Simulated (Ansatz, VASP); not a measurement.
# TePb in VASP and in Ansatz

```
Pb Te
1.0
     5.19506    0.00000    0.00000
    -2.59753    4.49905    0.00000
     0.00000    0.00000    6.23542
Pb Te
2 2
Direct
  0.33333 0.66667 0.93800
  0.66667 0.33333 0.43800
  0.33333 0.66667 0.43800
  0.66667 0.33333 0.93800
```

Alike in both runs: task single point; functional PBE; k mesh 9 × 9 × 5; occupations fermi-dirac, width 0.1 eV; no spin polarisation.

|  | VASP | Ansatz |
| --- | --- | --- |
| version | VASP 6.6.1 | Ansatz 0.2.0 |
| potentials or method | VASP PAW PBE potentials, release 64 (Pb_d, Te), cutoff 520 eV | all-electron LAPW, scalar-relativistic |

|  | VASP | Ansatz | Ansatz less VASP |
| --- | --- | --- | --- |
| pressure (GPa) | 8.2 | 8.2 | +0.05 |

Ansatz ran all-electron here, and VASP with PAW potentials. Ansatz's warnings: structure snapped to symmetry.

Spin-orbit coupling is off throughout.
